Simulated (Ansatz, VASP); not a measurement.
## Hg: VASP beside Ansatz

```
CELL_PARAMETERS angstrom
1.73000 0.99882 2.23400
-1.73000 0.99882 2.23400
0.00000 -1.99763 2.23400
ATOMIC_POSITIONS crystal
Hg 0.00000 0.00000 0.00000
```

Alike in both runs: task electric field gradients; functional PBE; k mesh 12 × 12 × 12; occupations fermi-dirac, width 0.03 eV; no spin polarisation.

|  | VASP | Ansatz |
| --- | --- | --- |
| version | VASP 6.6.1 | Ansatz 0.2.0 |
| potentials or method | VASP PAW PBE potentials, release 64 (Hg), cutoff 520 eV | all-electron PAW with datasets made for the crystal, scalar-relativistic |

|  | VASP | Ansatz | Ansatz less VASP |
| --- | --- | --- | --- |
| pressure (GPa) | 6.6 | 6.1 | -0.47 |
| traceless stress, the component that is largest in VASP (GPa) | 0.81 | 0.63 | -0.182 |
| size of Vzz on the site where it differs most (V/Å²) | 146.6 | 121.7 | -24.93 |

Ansatz ran all-electron here, and VASP with PAW potentials.

Spin-orbit coupling is off throughout.
